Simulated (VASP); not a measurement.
# BN (P6_3mc) in VASP: notebook

BN is run at these levels: r2SCAN; tasks: single point.

Program: VASP 6.6.1. These are calculated values, not measurements. Logs are shortened: lines on timing, memory, paths and dates and some standing lists are left out, and cuts for length are marked.

### 1 The cell of the first run

It takes space group P6_3mc (No. 186, hexagonal). Conventional cell: a = 2.522 Å, b = 2.522 Å, c = 8.291 Å, α = 90.00°, β = 90.00°, γ = 120.00°. B (site symmetry 3m) has 4 N at 1.55 Å within 2.1 Å. B (site symmetry 3m) has 4 N at 1.55 to 1.56 Å within 2.1 Å. N (site symmetry 3m) has 4 B at 1.55 Å within 2.1 Å. N (site symmetry 3m) has 4 B at 1.55 to 1.56 Å within 2.1 Å.

### 2 Single point, r2SCAN (5.71 Å³/atom)

Input file POSCAR:

```
BN
1.0
    2.5222584759      0.0000000000      0.0000000000
   -1.2611292380      2.1843399151      0.0000000000
    0.0000000000      0.0000000000      8.2907552106
B N
4 4
Direct
    0.0000000000      0.0000000000      0.0003894312
    0.3333333333      0.6666666667      0.2496892035
    0.0000000000      0.0000000000      0.5003894312
    0.6666666667      0.3333333333      0.7496892035
    0.0000000000      0.0000000000      0.1869898385
    0.3333333333      0.6666666667      0.4379315267
    0.0000000000      0.0000000000      0.6869898385
    0.6666666667      0.3333333333      0.9379315267
```

Input file INCAR.step1:

```
SYSTEM = BN
ALGO = Normal
EDIFF = 1E-5
ENCUT = 1460
GGA = PE
GGA_COMPAT = .FALSE.
ISMEAR = 0
LASPH = .TRUE.
LCHARG = .FALSE.
LREAL = .FALSE.
LWAVE = .TRUE.
NBANDS = 26
NELM = 120
PREC = Accurate
SIGMA = 0.01
```

Input file INCAR.step2:

```
SYSTEM = BN
ALGO = Normal
EDIFF = 1E-6
ENCUT = 1460
GGA_COMPAT = .FALSE.
ISIF = 2
ISMEAR = 0
ISTART = 1
LASPH = .TRUE.
LCHARG = .FALSE.
LMIXTAU = .TRUE.
LREAL = .FALSE.
LWAVE = .FALSE.
METAGGA = R2SCAN
NBANDS = 26
NELM = 120
PREC = Accurate
SIGMA = 0.01
```

Input file KPOINTS:

```
k-points
0
G
  9 9 4
  0 0 0
```

Potentials or basis: VASP PAW PBE potentials, release 64 (B_h, N_h).

On the command line:

```
cat potpaw_PBE.64/B_h/POTCAR potpaw_PBE.64/N_h/POTCAR > POTCAR
cp INCAR.step1 INCAR
mpirun -np 1 vasp_std > vasp.out
cp INCAR.step2 INCAR
mpirun -np 1 vasp_std > vasp.out
```

OUTCAR:

```text
SYSTEM = BN
   EDIFF = 1E-6
   ENCUT = 1460
   ISIF = 2
   ISMEAR = 0
   ISTART = 1
   LASPH = .TRUE.
   LREAL = .FALSE.
   METAGGA = R2SCAN
   NELM = 120
   PREC = Accurate

 ion  position               nearest neighbor table
   1  0.000  0.000  0.000-
   2  0.333  0.667  0.250-
   3  0.000  0.000  0.500-
   4  0.667  0.333  0.750-
   5  0.000  0.000  0.187-
   6  0.333  0.667  0.438-
   7  0.000  0.000  0.687-
   8  0.667  0.333  0.938-

  LATTYP: Found a hexagonal cell.
 ALAT       =     2.5222584759
 C/A-ratio  =     3.2870363168

  Lattice vectors:

 A1 = (   2.5222584759,   0.0000000000,   0.0000000000)
 A2 = (  -1.2611292380,   2.1843399151,   0.0000000000)
 A3 = (   0.0000000000,   0.0000000000,   8.2907552106)

Analysis of symmetry for initial positions (statically):
=====================================================================
 Subroutine PRICEL returns:
 Original cell was already a primitive cell.

 Routine SETGRP: Setting up the symmetry group for a
 hexagonal supercell.

 Subroutine GETGRP returns: Found 12 space group operations
 (whereof  6 operations were pure point group operations)
 out of a pool of 24 trial point group operations.

The static configuration has the point symmetry C_3v.
 The point group associated with its full space group is C_6v.

Analysis of symmetry for dynamics (positions and initial velocities):
=====================================================================
 Subroutine PRICEL returns:
 Original cell was already a primitive cell.

 Routine SETGRP: Setting up the symmetry group for a
 hexagonal supercell.

 Subroutine GETGRP returns: Found 12 space group operations
 (whereof  6 operations were pure point group operations)
 out of a pool of 24 trial point group operations.

The dynamic configuration has the point symmetry C_3v.
 The point group associated with its full space group is C_6v.

 Subroutine INISYM returns: Found 12 space group operations
 (whereof  6 operations are pure point group operations),
 and found     1 'primitive' translations

----------------------------------------------------------------------------------------

                                     Primitive cell

  volume of cell :      45.6777

  direct lattice vectors                    reciprocal lattice vectors
     2.522258476  0.000000000  0.000000000     0.396470072  0.228902103  0.000000000
    -1.261129238  2.184339915  0.000000000     0.000000000  0.457804206  0.000000000
     0.000000000  0.000000000  8.290755211     0.000000000  0.000000000  0.120616274

  length of vectors
     2.522258476  2.522258476  8.290755211     0.457804206  0.457804206  0.120616274

  position of ions in fractional coordinates (direct lattice)
     0.000000000  0.000000000  0.000389431
     0.333333333  0.666666667  0.249689203
     0.000000000  0.000000000  0.500389431
     0.666666667  0.333333333  0.749689203
     0.000000000  0.000000000  0.186989838
     0.333333333  0.666666667  0.437931527
     0.000000000  0.000000000  0.686989838
     0.666666667  0.333333333  0.937931527

  ion indices of the primitive-cell ions
   primitive index   ion index
                 1           1
                 2           2
                 3           3
                 4           4
                 5           5
                 6           6
                 7           7
                 8           8

----------------------------------------------------------------------------------------

 KPOINTS: k-points

Automatic generation of k-mesh.
 Grid dimensions read from file:
 generate k-points for:    9    9    4

 Generating k-lattice:

  Cartesian coordinates                     Fractional coordinates (reciprocal lattice)
     0.044052230  0.025433567  0.000000000     0.111111111  0.000000000  0.000000000
     0.000000000  0.050867134  0.000000000     0.000000000  0.111111111  0.000000000
     0.000000000  0.000000000  0.030154068     0.000000000  0.000000000  0.250000000

  Length of vectors
     0.050867134  0.050867134  0.030154068

  Shift w.r.t. Gamma in fractional coordinates (k-lattice)
     0.000000000  0.000000000  0.000000000

 Subroutine IBZKPT returns following result:
 ===========================================

 Found     36 irreducible k-points:

 Following reciprocal coordinates:
            Coordinates               Weight
  0.000000  0.000000  0.000000      1.000000
  0.111111  0.000000  0.000000      6.000000
  0.222222 -0.000000  0.000000      6.000000
  0.333333  0.000000  0.000000      6.000000
  0.444444 -0.000000  0.000000      6.000000
  0.111111  0.111111  0.000000      6.000000
[... 16 lines left out ...]
  0.333333  0.222222  0.250000     24.000000
  0.333333  0.333333  0.250000      4.000000
 [... further k-points ...]
   k-points           NKPTS =     36   k-points in BZ     NKDIM =     36   number of bands    NBANDS=     26
   number of dos      NEDOS =    301   number of ions     NIONS =      8
   total plane-waves  NPLWV = 110592
   dimension x,y,z NGX =    32 NGY =   32 NGZ =  108
   dimension x,y,z NGXF=    64 NGYF=   64 NGZF=  216
   ions per type =               4   4
   NGX,Y,Z   is equivalent  to a cutoff of  21.09, 21.09, 21.66 a.u.
   NGXF,Y,Z  is equivalent  to a cutoff of  42.18, 42.18, 43.31 a.u.
 SYSTEM =  BN
   PREC   = accura    normal or accurate (medium, high low for compatibility)
   ISTART =      1    job   : 0-new  1-cont  2-samecut
   ICHARG =      0    charge: 1-file 2-atom 10-const
   ISPIN  =      1    spin polarized calculation?
   LNONCOLLINEAR =      F non collinear calculations
   LSORBIT =      F    spin-orbit coupling
   LASPH  =      T    aspherical Exc in radial PAW
   ENCUT  = 1460.0 eV 107.31 Ry   10.36 a.u.   7.86  7.86 25.83*2*pi/ulx,y,z
   NELM   =    120;   NELMIN=  2; NELMDL=  0     # of ELM steps
   EDIFF  = 0.1E-05   stopping-criterion for ELM
   LREAL  =      F    real-space projection
   EDIFFG = 0.1E-04   stopping-criterion for IOM
   NSW    =      0    number of steps for IOM
   IBRION =     -1    ionic relax: 0-MD 1-quasi-New 2-CG
   NFREE  =      0    steps in history (QN), initial steepest desc. (CG)
   ISIF   =      2    stress and relaxation
   ISYM   =      2    0-nonsym 1-usesym 2-fastsym
   POTIM  = 0.5000    time-step for ionic-motion
   TEBEG  =    0.0;   TEEND  =   0.0 temperature during run
   PSTRESS=    0.0 pullay stress
   NELECT =      32.0000    total number of electrons
   NUPDOWN=      -1.0000    fix difference up-down
   EMIN   =  10.00;   EMAX   =-10.00  energy-range for DOS
   EFERMI =   0.00;   METHOD = LEGACY
   ISMEAR =     0;   SIGMA  =   0.01  broadening in eV -4-tet -1-fermi 0-gaus
   EFERMI_NEDOS =   21; number of points for ismear=-14 and -15
   IALGO  =     38    algorithm
   IMIX   =      4    mixing-type and parameters
     AMIX     =   0.40;   BMIX     =  1.00
     AMIX_MAG =   1.60;   BMIX_MAG =  1.00
  volume/ion in A,a.u.               =       5.71        38.53
  Fermi-wavevector in a.u.,A,eV,Ry     =   1.453975  2.747614 28.763294  2.114042
  Thomas-Fermi vector in A             =   2.571179
   LORBIT       =      0    0 simple, 1 ext, 2 COOP (PROOUT), +10 PAW based schemes
   METAGGA = R2SCAN    functional components
   LHFCALC =     F    Hartree Fock is set to
   AEXX    =    0.0000 exact exchange contribution
   IVDW    =     0    specifies the selected vdW correction
   LEPSILON=     F    determine dielectric tensor
   LRPA    =     F    only Hartree local field effects (RPA)
 non-spin polarized calculation
 Gauss-broadening in eV      SIGMA  =   0.01
  energy-cutoff  :     1460.00
  volume of cell :       45.68
 maximum number of plane-waves:      5812
 NGX is ok and might be reduce to    32
   NGX = 15   NGY = 15   NGZ = 51

 number of electron      32.0000000 magnetization

 Free energy of the ion-electron system (eV)
  ---------------------------------------------------
  ext. energy  EPLUGINS =         0.00000000
  ---------------------------------------------------
  free energy    TOTEN  =       -76.69691801 eV

  energy without entropy =      -76.69691801  energy(sigma->0) =      -76.69691801

 E-fermi :   9.5358     XC(G=0): -13.9338

 val. band max:        9.4817742899   @ k =   0.0000   0.0000   0.0000
 cond. band min:      15.7545847728   @ k =   0.4444  -0.0000   0.0000
 fundamental gap:      6.2728104830
 Fermi energy:         9.5357918743

 k-point     1 :       0.0000    0.0000    0.0000
  band No.  band energies     occupation
      1     -12.2892      2.00000
      2     -10.7673      2.00000
      3     -10.6914      2.00000
      4      -7.8618      2.00000
      5      -2.0305      2.00000
      6       3.4759      2.00000
[... 18 lines left out ...]
     25      21.0652      0.00000
     26      21.1420      0.00000

 k-point     2 :       0.1111    0.0000    0.0000
  band No.  band energies     occupation
      1     -12.0048      2.00000
      2     -10.4978      2.00000
      3     -10.4218      2.00000
      4      -7.6475      2.00000
      5      -1.7481      2.00000
      6       3.5457      2.00000
[... 18 lines left out ...]
     25      21.5862      0.00000
     26      21.6763      0.00000

 k-point     3 :       0.2222   -0.0000    0.0000
  band No.  band energies     occupation
      1     -11.1691      2.00000
      2      -9.7166      2.00000
      3      -9.6400      2.00000
      4      -7.0660      2.00000
      5      -0.9207      2.00000
      6       2.9020      2.00000
[... 572 lines left out ...]
 k-point    23 :       0.3333    0.2222    0.2500
  band No.  band energies     occupation
      1      -7.6372      2.00000
      2      -7.2234      2.00000
      3      -6.6303      2.00000
      4      -6.2287      2.00000
      5      -0.5661      2.00000
      6      -0.1632      2.00000
[... 18 lines left out ...]
     25      24.5321      0.00000
     26      24.5914      0.00000

 k-point    24 :       0.3333    0.3333    0.2500
  band No.  band energies     occupation
      1      -6.7160      2.00000
      2      -6.6039      2.00000
      3      -6.5555      2.00000
      4      -6.5555      2.00000
      5      -0.1110      2.00000
      6      -0.1110      2.00000
[... 18 lines left out ...]
     25      25.3804      0.00000
     26      25.4101      0.00000

 [... further k-points ...]
[... 5 lines left out ...]
  --------------------------------------------------------------------------------------
  -------------------------------------------------------------------------------------
  Total        3.4460302      3.4460302      3.4602156     -0.0000000      0.0000000      0.0000000
  in kB      120.8720136    120.8720136    121.3695761     -0.0000000      0.0000000      0.0000000
  external PRESSURE =     121.0378677 kB  Pullay stress =       0.0000000 kB

 VOLUME and BASIS-vectors are now :
 -----------------------------------------------------------------------------
  energy-cutoff  :     1460.00
  volume of cell :       45.68
      direct lattice vectors                 reciprocal lattice vectors
     2.522258476  0.000000000  0.000000000     0.396470072  0.228902103  0.000000000
    -1.261129238  2.184339915  0.000000000     0.000000000  0.457804206  0.000000000
     0.000000000  0.000000000  8.290755211     0.000000000  0.000000000  0.120616274

 POSITION                                       TOTAL-FORCE (eV/Angst)
 -----------------------------------------------------------------------------------
      0.00000      0.00000      0.00323        -0.000000      0.000000      0.012423
     -0.00000      1.45623      2.07011         0.000000      0.000000      0.013128
      0.00000      0.00000      4.14861         0.000000     -0.000000      0.012423
      1.26113      0.72811      6.21549        -0.000000     -0.000000      0.013128
      0.00000      0.00000      1.55029         0.000000      0.000000     -0.011094
     -0.00000      1.45623      3.63078         0.000000      0.000000     -0.014457
      0.00000      0.00000      5.69566        -0.000000     -0.000000     -0.011094
      1.26113      0.72811      7.77616         0.000000     -0.000000     -0.014457
 -----------------------------------------------------------------------------------
    total drift:                               -0.000000     -0.000000      0.011964

  FREE ENERGIE OF THE ION-ELECTRON SYSTEM (eV)
  ---------------------------------------------------
  free  energy   TOTEN  =       -76.6969180068 eV

  energy  without entropy=      -76.6969180068  energy(sigma->0) =      -76.69691801
```

It took 6 min on 1 thread of Intel Xeon Platinum 8488C (Sapphire Rapids), shared host; peak memory 0.44 GiB.

Results:

| Quantity | Value |
| --- | --- |
| Free energy | -76.6969 eV |
| Pressure | 12.1 GPa |
| Largest force | 0.014 eV/Å |
| Band gap on the k mesh | 6.27 eV (least direct gap 8.39 eV) |

Forces in eV/Å, atoms in the order of the input:
```
B    0.000  0.000  0.012
B    0.000  0.000  0.013
B    0.000  0.000  0.012
B    0.000  0.000  0.013
N    0.000  0.000 -0.011
N    0.000  0.000 -0.014
N    0.000  0.000 -0.011
N    0.000  0.000 -0.014
```

Caveat: the cell stands under pressure; the PAW data sets were made with another functional, which shifts forces and pressure a little. A k mesh can miss the band edges.

### 3 Single point, r2SCAN

This run uses another cell than the first one, of 5.89 Å³/atom.

Changes to POSCAR since step 2:

```diff
@@ -2,5 +2,5 @@
 1.0
-    2.5222584759      0.0000000000      0.0000000000
-   -1.2611292380      2.1843399151      0.0000000000
-    0.0000000000      0.0000000000      8.2907552106
+    2.5479975850      0.0000000000      0.0000000000
+   -1.2739987925      2.2066306374      0.0000000000
+    0.0000000000      0.0000000000      8.3753605970
 B N
```

Input file INCAR.step1:

```
SYSTEM = BN
PREC = Accurate
ENCUT = 1460
ISMEAR = 0
SIGMA = 0.01
LREAL = .FALSE.
LASPH = .TRUE.
NELM = 120
NBANDS = 26
GGA = PE
ALGO = Normal
EDIFF = 1E-5
LWAVE = .TRUE.
LCHARG = .FALSE.
GGA_COMPAT = .FALSE.
```

Input file INCAR.step2:

```
SYSTEM = BN
PREC = Accurate
ENCUT = 1460
EDIFF = 1E-6
ISMEAR = 0
SIGMA = 0.01
LREAL = .FALSE.
LASPH = .TRUE.
NELM = 120
ALGO = Normal
ISIF = 2
LWAVE = .FALSE.
LCHARG = .FALSE.
METAGGA = R2SCAN
LMIXTAU = .TRUE.
NBANDS = 26
ISTART = 1
GGA_COMPAT = .FALSE.
```

Input file KPOINTS:

```
Automatic mesh
0
G
  9 9 4
  0 0 0
```

Potentials or basis: VASP PAW PBE potentials, release 64 (B_h, N_h).

On the command line:

```
cat potpaw_PBE.64/B_h/POTCAR potpaw_PBE.64/N_h/POTCAR > POTCAR
cp INCAR.step1 INCAR
mpirun -np 1 vasp_std > vasp.out
cp INCAR.step2 INCAR
mpirun -np 1 vasp_std > vasp.out
```

It took 10 min on 1 thread of Intel Xeon Platinum 8259CL at 2.50GHz (Skylake/Cascade Lake), shared host; peak memory 0.45 GiB.

The run converged. Its results:

```yaml
Free_energy: -76.7494 eV
Pressure: -0.5 GPa
Band_gap_on_the_k_mesh: 6.19 eV (least direct gap 8.24 eV)
```

Forces on the atoms (eV/Å):
```
B    0.000  0.000  0.002
B    0.000  0.000 -0.001
B    0.000  0.000  0.002
B    0.000  0.000 -0.001
N    0.000  0.000 -0.002
N    0.000  0.000  0.000
N    0.000  0.000 -0.002
N    0.000  0.000  0.000
```

Levels at points of the mesh, in eV from the valence-band top:
| k point | band 13 | band 14 | band 15 | band 16 | band 17 | band 18 | band 19 | band 20 |
| --- | --- | --- | --- | --- | --- | --- | --- | --- |
| (0.00, 0.00, 0.00) | -1.14 | -0.13 | 0.00 | 0.00 | 9.34 | 9.34 | 9.49 | 10.04 |
| (0.00, 0.00, 0.50) | -0.39 | -0.39 | -0.39 | -0.39 | 9.83 | 9.83 | 9.83 | 9.83 |

Caveat: the PAW data sets were made with another functional, which shifts forces and pressure a little. A k mesh can miss the band edges.
